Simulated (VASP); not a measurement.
# RbBr (Fm-3m) in VASP: further runs

Aim: see how the results for RbBr move with the level of theory and the settings. Levels: LDA, PBE, PBEsol. Tasks: single point.

Everything below comes from runs of VASP 6.6.1. Logs are shortened: lines on timing, memory, paths and dates and some standing lists are left out, and cuts for length are marked.

## 1. The cell of the first run

Symmetry: Fm-3m, No. 225, cubic system. The conventional cell has a = 6.899 Å, b = 6.899 Å, c = 6.899 Å, α = 90.00°, β = 90.00°, γ = 90.00°. Rb (site symmetry m-3m) has 6 Br at 3.45 Å within 4.5 Å. Br (site symmetry m-3m) has 6 Rb at 3.45 Å within 4.5 Å.

## 2. Single point, LDA

Input file INCAR:

```
SYSTEM = RbBr
ALGO = Normal
EDIFF = 1E-6
ENCUT = 520
GGA = CA
ISIF = 2
ISMEAR = -1
LASPH = .True.
LCHARG = .False.
LREAL = .False.
LWAVE = .False.
NBANDS = 15
NELM = 100
PREC = Accurate
SIGMA = 0.05
```

Input file KPOINTS:

```
k-points
0
Gamma
  7 7 7
  0 0 0
```

Input file POSCAR:

```
RbBr
1.0
    0.0000000000      3.4496960257      3.4496960257
    3.4496960257      0.0000000000      3.4496960257
    3.4496960257      3.4496960257      0.0000000000
Rb Br
1 1
Direct
    0.0000000000      0.0000000000      0.0000000000
    0.5000000000      0.5000000000      0.5000000000
```

Potentials or basis: VASP PAW LDA potentials, release 64 (Rb_sv, Br).

The run is started by

```console
$ cat potpaw_LDA.64/Rb_sv/POTCAR potpaw_LDA.64/Br/POTCAR > POTCAR
$ mpirun -np 1 vasp_std > vasp.out
```

OUTCAR:

```text
SYSTEM = RbBr
   EDIFF = 1E-6
   ENCUT = 520
   GGA = CA
   ISIF = 2
   ISMEAR = -1
   LASPH = .True.
   LREAL = .False.
   NELM = 100
   PREC = Accurate

 ion  position               nearest neighbor table
   1  0.000  0.000  0.000-   2 3.45   2 3.45   2 3.45   2 3.45   2 3.45   2 3.45
   2  0.500  0.500  0.500-   1 3.45   1 3.45   1 3.45   1 3.45   1 3.45   1 3.45

  LATTYP: Found a face centered cubic cell.
 ALAT       =     6.8993920514

  Lattice vectors:

 A1 = (   0.0000000000,   3.4496960257,   3.4496960257)
 A2 = (   3.4496960257,   0.0000000000,   3.4496960257)
 A3 = (   3.4496960257,   3.4496960257,   0.0000000000)

Analysis of symmetry for initial positions (statically):
=====================================================================
 Subroutine PRICEL returns:
 Original cell was already a primitive cell.

 Routine SETGRP: Setting up the symmetry group for a
 face centered cubic supercell.

 Subroutine GETGRP returns: Found 48 space group operations
 (whereof 48 operations were pure point group operations)
 out of a pool of 48 trial point group operations.

The static configuration has the point symmetry O_h .

Analysis of symmetry for dynamics (positions and initial velocities):
=====================================================================
 Subroutine PRICEL returns:
 Original cell was already a primitive cell.

 Routine SETGRP: Setting up the symmetry group for a
 face centered cubic supercell.

 Subroutine GETGRP returns: Found 48 space group operations
 (whereof 48 operations were pure point group operations)
 out of a pool of 48 trial point group operations.

The dynamic configuration has the point symmetry O_h .

 Subroutine INISYM returns: Found 48 space group operations
 (whereof 48 operations are pure point group operations),
 and found     1 'primitive' translations

----------------------------------------------------------------------------------------

                                     Primitive cell

  volume of cell :      82.1055

  direct lattice vectors                    reciprocal lattice vectors
     0.000000000  3.449696026  3.449696026    -0.144940307  0.144940307  0.144940307
     3.449696026  0.000000000  3.449696026     0.144940307 -0.144940307  0.144940307
     3.449696026  3.449696026  0.000000000     0.144940307  0.144940307 -0.144940307

  length of vectors
     4.878606906  4.878606906  4.878606906     0.251043975  0.251043975  0.251043975

  position of ions in fractional coordinates (direct lattice)
     0.000000000  0.000000000  0.000000000
     0.500000000  0.500000000  0.500000000

  ion indices of the primitive-cell ions
   primitive index   ion index
                 1           1
                 2           2

----------------------------------------------------------------------------------------

 KPOINTS: k-points

Automatic generation of k-mesh.
 Grid dimensions read from file:
 generate k-points for:    7    7    7

 Generating k-lattice:

  Cartesian coordinates                     Fractional coordinates (reciprocal lattice)
    -0.020705758  0.020705758  0.020705758     0.142857143  0.000000000  0.000000000
     0.020705758 -0.020705758  0.020705758     0.000000000  0.142857143  0.000000000
     0.020705758  0.020705758 -0.020705758     0.000000000  0.000000000  0.142857143

  Length of vectors
     0.035863425  0.035863425  0.035863425

  Shift w.r.t. Gamma in fractional coordinates (k-lattice)
     0.000000000  0.000000000  0.000000000

 Subroutine IBZKPT returns following result:
 ===========================================

 Found     20 irreducible k-points:

 Following reciprocal coordinates:
            Coordinates               Weight
  0.000000  0.000000  0.000000      1.000000
  0.142857  0.000000  0.000000      8.000000
  0.285714  0.000000  0.000000      8.000000
  0.428571  0.000000  0.000000      8.000000
  0.142857  0.142857  0.000000      6.000000
  0.285714  0.142857  0.000000     24.000000
[... 12 lines left out ...]
 -0.428571  0.428571  0.142857     24.000000
 -0.285714  0.428571  0.142857     24.000000
   k-points           NKPTS =     20   k-points in BZ     NKDIM =     20   number of bands    NBANDS=     15
   number of dos      NEDOS =    301   number of ions     NIONS =      2
   total plane-waves  NPLWV =  46656
   dimension x,y,z NGX =    36 NGY =   36 NGZ =   36
   dimension x,y,z NGXF=    72 NGYF=   72 NGZF=   72
   ions per type =               1   1
   NGX,Y,Z   is equivalent  to a cutoff of  12.27, 12.27, 12.27 a.u.
   NGXF,Y,Z  is equivalent  to a cutoff of  24.54, 24.54, 24.54 a.u.
 SYSTEM =  RbBr
   PREC   = accura    normal or accurate (medium, high low for compatibility)
   ISTART =      0    job   : 0-new  1-cont  2-samecut
   ICHARG =      2    charge: 1-file 2-atom 10-const
   ISPIN  =      1    spin polarized calculation?
   LNONCOLLINEAR =      F non collinear calculations
   LSORBIT =      F    spin-orbit coupling
   LASPH  =      T    aspherical Exc in radial PAW
   ENCUT  =  520.0 eV  38.22 Ry    6.18 a.u.   9.07  9.07  9.07*2*pi/ulx,y,z
   NELM   =    100;   NELMIN=  2; NELMDL= -5     # of ELM steps
   EDIFF  = 0.1E-05   stopping-criterion for ELM
   LREAL  =      F    real-space projection
   EDIFFG = 0.1E-04   stopping-criterion for IOM
   NSW    =      0    number of steps for IOM
   IBRION =     -1    ionic relax: 0-MD 1-quasi-New 2-CG
   NFREE  =      0    steps in history (QN), initial steepest desc. (CG)
   ISIF   =      2    stress and relaxation
   ISYM   =      2    0-nonsym 1-usesym 2-fastsym
   POTIM  = 0.5000    time-step for ionic-motion
   TEBEG  =    0.0;   TEEND  =   0.0 temperature during run
   PSTRESS=    0.0 pullay stress
   NELECT =      16.0000    total number of electrons
   NUPDOWN=      -1.0000    fix difference up-down
   EMIN   =  10.00;   EMAX   =-10.00  energy-range for DOS
   EFERMI =   0.00;   METHOD = LEGACY
   ISMEAR =    -1;   SIGMA  =   0.05  broadening in eV -4-tet -1-fermi 0-gaus
   EFERMI_NEDOS =   21; number of points for ismear=-14 and -15
   IALGO  =     38    algorithm
   IMIX   =      4    mixing-type and parameters
     AMIX     =   0.40;   BMIX     =  1.00
     AMIX_MAG =   1.60;   BMIX_MAG =  1.00
  volume/ion in A,a.u.               =      41.05       277.04
  Fermi-wavevector in a.u.,A,eV,Ry     =   0.949126  1.793589 12.256682  0.900841
  Thomas-Fermi vector in A             =   2.077380
   LORBIT       =      0    0 simple, 1 ext, 2 COOP (PROOUT), +10 PAW based schemes
   GGA     = CA    functional components
   LHFCALC =     F    Hartree Fock is set to
   AEXX    =    0.0000 exact exchange contribution
   IVDW    =     0    specifies the selected vdW correction
   LEPSILON=     F    determine dielectric tensor
   LRPA    =     F    only Hartree local field effects (RPA)
 non-spin polarized calculation
  energy-cutoff  :      520.00
  volume of cell :       82.11
 maximum number of plane-waves:      2229
   NGX = 19   NGY = 19   NGZ = 19

 number of electron      15.9999998 magnetization

 Free energy of the ion-electron system (eV)
  ---------------------------------------------------
  ext. energy  EPLUGINS =         0.00000000
  ---------------------------------------------------
  free energy    TOTEN  =        -6.68134539 eV

  energy without entropy =       -6.68134539  energy(sigma->0) =       -6.68134539

 E-fermi :  -0.9097     XC(G=0):  -7.6598

 val. band max:       -2.0308295392   @ k =   0.0000   0.0000   0.0000
 cond. band min:       1.8823362576   @ k =   0.0000   0.0000   0.0000
 fundamental gap:      3.9131657968
 Fermi energy:        -0.9097428536

 k-point     1 :       0.0000    0.0000    0.0000
  band No.  band energies     occupation
      1     -26.3420      2.00000
      2     -14.2214      2.00000
      3     -10.4824      2.00000
      4     -10.4824      2.00000
      5     -10.4824      2.00000
      6      -2.0308      2.00000
      7      -2.0308      2.00000
      8      -2.0308      2.00000
      9       1.8823      0.00000
     10       4.9923      0.00000
     11       4.9923      0.00000
     12       4.9923      0.00000
     13       5.9225      0.00000
     14       5.9225      0.00000
     15       8.4796      0.00000

 k-point     2 :       0.1429    0.0000    0.0000
  band No.  band energies     occupation
      1     -26.3403      2.00000
      2     -14.2285      2.00000
      3     -10.4840      2.00000
      4     -10.4840      2.00000
      5     -10.4755      2.00000
      6      -2.2796      2.00000
      7      -2.1031      2.00000
      8      -2.1031      2.00000
      9       2.3757      0.00000
     10       4.8565      0.00000
     11       5.2326      0.00000
     12       5.2326      0.00000
     13       6.2175      0.00000
     14       6.2175      0.00000
     15       9.2499      0.00000

 k-point     3 :       0.2857    0.0000    0.0000
  band No.  band energies     occupation
      1     -26.3364      2.00000
      2     -14.2441      2.00000
      3     -10.4876      2.00000
      4     -10.4876      2.00000
      5     -10.4602      2.00000
      6      -2.7246      2.00000
      7      -2.2564      2.00000
      8      -2.2564      2.00000
      9       3.4463      0.00000
     10       4.8455      0.00000
     11       5.9150      0.00000
     12       5.9150      0.00000
     13       6.9946      0.00000
     14       6.9946      0.00000
     15       9.6468      0.00000
[... 271 lines left out ...]
 k-point    19 :      -0.4286    0.4286    0.1429
  band No.  band energies     occupation
      1     -26.3307      2.00000
      2     -14.1913      2.00000
      3     -10.6214      2.00000
      4     -10.5716      2.00000
      5     -10.4997      2.00000
      6      -2.5665      2.00000
      7      -2.3680      2.00000
      8      -2.2752      2.00000
      9       3.8518      0.00000
     10       4.9891      0.00000
     11       6.0861      0.00000
     12       6.9374      0.00000
     13       7.4762      0.00000
     14       8.2756      0.00000
     15       8.7634      0.00000

 k-point    20 :      -0.2857    0.4286    0.1429
  band No.  band energies     occupation
      1     -26.3304      2.00000
      2     -14.1987      2.00000
      3     -10.6178      2.00000
      4     -10.5783      2.00000
      5     -10.4739      2.00000
      6      -2.5850      2.00000
      7      -2.4203      2.00000
      8      -2.3535      2.00000
      9       4.4355      0.00000
     10       5.1103      0.00000
     11       5.9091      0.00000
     12       6.3144      0.00000
     13       8.0945      0.00000
     14       8.2875      0.00000
     15       9.0137      0.00000

------------------------ aborting loop because EDIFF is reached ----------------------------------------

  FORCE on cell =-STRESS in cart. coord.  units (eV):
  Direction    XX          YY          ZZ          XY          YZ          ZX
  --------------------------------------------------------------------------------------
  -------------------------------------------------------------------------------------
  Total       -0.7252288     -0.7252288     -0.7252288      0.0000000      0.0000000      0.0000000
  in kB      -14.1518469    -14.1518469    -14.1518469      0.0000000      0.0000000      0.0000000
  external PRESSURE =     -14.1518469 kB  Pullay stress =       0.0000000 kB

 VOLUME and BASIS-vectors are now :
 -----------------------------------------------------------------------------
  energy-cutoff  :      520.00
  volume of cell :       82.11
      direct lattice vectors                 reciprocal lattice vectors
     0.000000000  3.449696026  3.449696026    -0.144940307  0.144940307  0.144940307
     3.449696026  0.000000000  3.449696026     0.144940307 -0.144940307  0.144940307
     3.449696026  3.449696026  0.000000000     0.144940307  0.144940307 -0.144940307

 POSITION                                       TOTAL-FORCE (eV/Angst)
 -----------------------------------------------------------------------------------
      0.00000      0.00000      0.00000         0.000000      0.000000      0.000000
      3.44970      3.44970      3.44970        -0.000000     -0.000000     -0.000000
 -----------------------------------------------------------------------------------
    total drift:                                0.000000      0.000000      0.000000

  FREE ENERGIE OF THE ION-ELECTRON SYSTEM (eV)
  ---------------------------------------------------
  free  energy   TOTEN  =        -6.6813453915 eV

  energy  without entropy=       -6.6813453915  energy(sigma->0) =       -6.68134539
```

It took 32 s on 1 thread of Intel Xeon 8259CL, shared host; peak memory 0.18 GiB.

Results:

```
Free energy            : -6.6813 eV
Pressure               : -1.4 GPa
Band gap on the k mesh : 3.91 eV
```

Levels at points of the mesh, in eV from the valence-band top:
```csv
k point,band 5,band 6,band 7,band 8,band 9,band 10,band 11,band 12
"(0.00, 0.00, 0.00)",-8.45,0.00,0.00,0.00,3.91,7.02,7.02,7.02
```

Caveat: an odd mesh through Γ misses points on the zone boundary, where band edges can lie.

## 3. Single point, PBE

Input file INCAR:

```
SYSTEM = RbBr
ALGO = Normal ; EDIFF = 1E-7
ENCUT = 520 ; GGA = PE
ISIF = 2 ; ISMEAR = -1
LASPH = .True. ; LCHARG = .False.
LREAL = .False. ; LWAVE = .False.
NBANDS = 15 ; NELM = 80
PREC = Accurate ; SIGMA = 0.05
```

KPOINTS is that of step 2.

POSCAR is that of step 2.

Potentials or basis: VASP PAW PBE potentials, release 64 (Rb_sv, Br).

The run is started by

```console
$ cat potpaw_PBE.64/Rb_sv/POTCAR potpaw_PBE.64/Br/POTCAR > POTCAR
$ mpirun -np 1 vasp_std > vasp.out
```

It took 32 s on 1 thread of Intel Xeon 8259CL, shared host; peak memory 0.21 GiB.

It converged, with:

* Free energy: -6.1061 eV
* Pressure: 0.7 GPa
* Band gap on the k mesh: 4.31 eV

Levels at points of the mesh, in eV from the valence-band top:
| k point | band 6 | band 7 | band 8 | band 9 | band 10 | band 11 |
| --- | --- | --- | --- | --- | --- | --- |
| (0.00, 0.00, 0.00) | 0.00 | 0.00 | 0.00 | 4.31 | 7.27 | 7.27 |

Caveat: an odd mesh through Γ misses points on the zone boundary, where band edges can lie.

## 4. Single point, LDA

This run uses another cell than the first one, of 42.66 Å³/atom.

Input file INCAR:

```
SYSTEM = RbBr
PREC     = Accurate       ! precision mode
ENCUT    = 520            ! plane-wave cutoff, eV
EDIFF    = 1E-6           ! SCF threshold, eV
ISMEAR   = -1             ! smearing method
SIGMA    = 0.05           ! smearing width, eV
LREAL    = .False.        ! projectors in reciprocal space
LASPH    = .True.         ! aspherical terms in the spheres
NELM     = 60             ! most SCF steps
ALGO     = Normal         ! electronic algorithm
ISIF     = 2              ! what is computed and relaxed
LWAVE    = .False.        ! write WAVECAR
LCHARG   = .False.        ! write CHGCAR
GGA      = CA             ! functional
NBANDS   = 15             ! bands
```

Input file KPOINTS:

```
Automatic mesh
0
Gamma
  7 7 7
  0 0 0
```

Input file POSCAR:

```
RbBr
1.0
    0.0000000000      3.4942131424      3.4942131424
    3.4942131424      0.0000000000      3.4942131424
    3.4942131424      3.4942131424      0.0000000000
Rb Br
1 1
Direct
    0.0000000000      0.0000000000      0.0000000000
    0.5000000000      0.5000000000      0.5000000000
```

Potentials or basis: VASP PAW LDA potentials, release 64 (Rb_sv, Br).

The run is started by

```console
$ cat potpaw_LDA.64/Rb_sv/POTCAR potpaw_LDA.64/Br/POTCAR > POTCAR
$ mpirun -np 1 vasp_std > vasp.out
```

Wall time 40 s (1 thread of Intel Xeon 8259CL, shared host); peak memory 0.2 GiB.

It converged, with:

| Item | Value |
| --- | --- |
| Free energy | -6.6492 eV |
| Pressure | -1.8 GPa |
| Band gap on the k mesh | 3.83 eV |

Levels at points of the mesh, in eV from the valence-band top:
```csv
k point,band 5,band 6,band 7,band 8,band 9,band 10,band 11,band 12
"(0.00, 0.00, 0.00)",-8.53,0.00,0.00,0.00,3.83,7.01,7.01,7.01
```

Caveat: an odd mesh through Γ misses points on the zone boundary, where band edges can lie.

## 5. Single point, PBEsol

This run uses another cell than the first one, of 40.25 Å³/atom.

Input file INCAR:

```
SYSTEM = RbBr
ALGO     = Normal         ! electronic algorithm
EDIFF    = 1E-7           ! SCF threshold, eV
ENCUT    = 520            ! plane-wave cutoff, eV
GGA      = PS             ! functional
ISIF     = 2              ! what is computed and relaxed
ISMEAR   = -1             ! smearing method
LASPH    = .TRUE.         ! aspherical terms in the spheres
LCHARG   = .FALSE.        ! write CHGCAR
LREAL    = .FALSE.        ! projectors in reciprocal space
LWAVE    = .FALSE.        ! write WAVECAR
NBANDS   = 15             ! bands
NELM     = 100            ! most SCF steps
PREC     = Accurate       ! precision mode
SIGMA    = 0.05           ! smearing width, eV
```

Input file KPOINTS:

```
k-points
0
G
  5 5 5
  0 0 0
```

Input file POSCAR:

```
RbBr
1.0
    0.0000000000      3.4270000000      3.4270000000
    3.4270000000      0.0000000000      3.4270000000
    3.4270000000      3.4270000000      0.0000000000
Rb Br
1 1
Direct
    0.0000000000      0.0000000000      0.0000000000
    0.5000000000      0.5000000000      0.5000000000
```

Potentials or basis: VASP PAW PBE potentials, release 64 (Rb_sv, Br).

The run is started by

```console
$ cat potpaw_PBE.64/Rb_sv/POTCAR potpaw_PBE.64/Br/POTCAR > POTCAR
$ mpirun -np 1 vasp_std > vasp.out
```

Wall time 31 s (1 thread of AMD EPYC 7R43 (Zen 3), shared host); peak memory 0.17 GiB.

It converged, with:

* Free energy: -6.3554 eV
* Pressure: 0.0 GPa
* Band gap on the k mesh: 4.21 eV

Levels at points of the mesh, in eV from the valence-band top:
```csv
k point,band 5,band 6,band 7,band 8,band 9,band 10,band 11,band 12
"(0.00, 0.00, 0.00)",-8.44,0.00,0.00,0.00,4.21,7.20,7.20,7.20
```

Caveat: the PAW data sets were made with another functional, which shifts forces and pressure a little.

## 6. Overview

```tsv
level	potentials or basis	cell	k mesh	gap on the mesh (eV)	pressure (GPa)
LDA	VASP PAW LDA potentials, release 64 (Rb_sv, Br)	a = 4.879 Å, angles 60.0°, 2 atoms	7 × 7 × 7	3.91	-1.4
PBE	VASP PAW PBE potentials, release 64 (Rb_sv, Br)	a = 4.879 Å, angles 60.0°, 2 atoms	7 × 7 × 7	4.31	0.7
LDA	VASP PAW LDA potentials, release 64 (Rb_sv, Br)	a = 4.942 Å, angles 60.0°, 2 atoms	7 × 7 × 7	3.83	-1.8
PBEsol	VASP PAW PBE potentials, release 64 (Rb_sv, Br)	a = 4.847 Å, angles 60.0°, 2 atoms	5 × 5 × 5	4.21	0.0
```

Alike in all rows: task single point; no spin polarisation; cutoff (eV) 520; smearing fermi-dirac 0.05 eV.

Caveats: an odd mesh through Γ misses points on the zone boundary, where band edges can lie (at least some runs); the PAW data sets were made with another functional, which shifts forces and pressure a little (at least some runs).

Total energies depend on the potentials used, so only differences within one code and one set of settings carry meaning.
